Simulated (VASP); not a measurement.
Runs of VASP 6.6.1 on Te. The structure is that of space group P6_3/mmc (No. 194), or close to it. The cells are those of the table. 

```tsv
task	cell	k mesh	cutoff (eV)	gap on the mesh (eV)	pressure (GPa)
single point	a = 4.485, b = 4.485, c = 8.623 Å, angles 90.0, 90.0, 120.0°, 4 atoms	10 × 10 × 5	520	none	-3.8
single point	a = 4.139, b = 4.139, c = 7.957 Å, angles 90.0, 90.0, 120.0°, 4 atoms	10 × 10 × 5	520	none	(a)
single point	a = 4.261, b = 4.261, c = 8.191 Å, angles 90.0, 90.0, 120.0°, 4 atoms	10 × 10 × 5	520	none	(b)
single point	a = 4.319, b = 4.319, c = 8.303 Å, angles 90.0, 90.0, 120.0°, 4 atoms	11 × 11 × 3	520	none	-0.1
single point	a = 4.201, b = 4.201, c = 8.075 Å, angles 90.0, 90.0, 120.0°, 4 atoms	10 × 10 × 5	520	none	4.3
single point	a = 4.376, b = 4.376, c = 8.412 Å, angles 90.0, 90.0, 120.0°, 4 atoms	10 × 10 × 5	520	none	-1.6
single point	a = 4.319, b = 4.319, c = 8.303 Å, angles 90.0, 90.0, 120.0°, 4 atoms	10 × 10 × 5	520	none	-0.1
relaxation of cell and atoms	relaxed from a = 3.442, b = 3.442, c = 11.242 Å, angles 90.0, 90.0, 120.0°, 4 atoms	11 × 11 × 3	600	none	0.0
single point	a = 4.431, b = 4.431, c = 8.519 Å, angles 90.0, 90.0, 120.0°, 4 atoms	10 × 10 × 5	520	none	-2.8
```

Alike in all rows: level RPBE; potentials or basis VASP PAW PBE potentials, release 64 (Te); no spin polarisation; smearing fermi-dirac 0.1 eV.

Q: Fill in the values left out.

A: (a) 7.4; (b) 1.9.

Caveats: the PAW data sets were made with another functional, which shifts forces and pressure a little; spin-orbit coupling is left out, which moves the levels of the heavy elements.

A k mesh can miss the band edges, and the runs leave out spin-orbit coupling on Te.

A gap of «none» marks levels without a gap at the run's occupations.
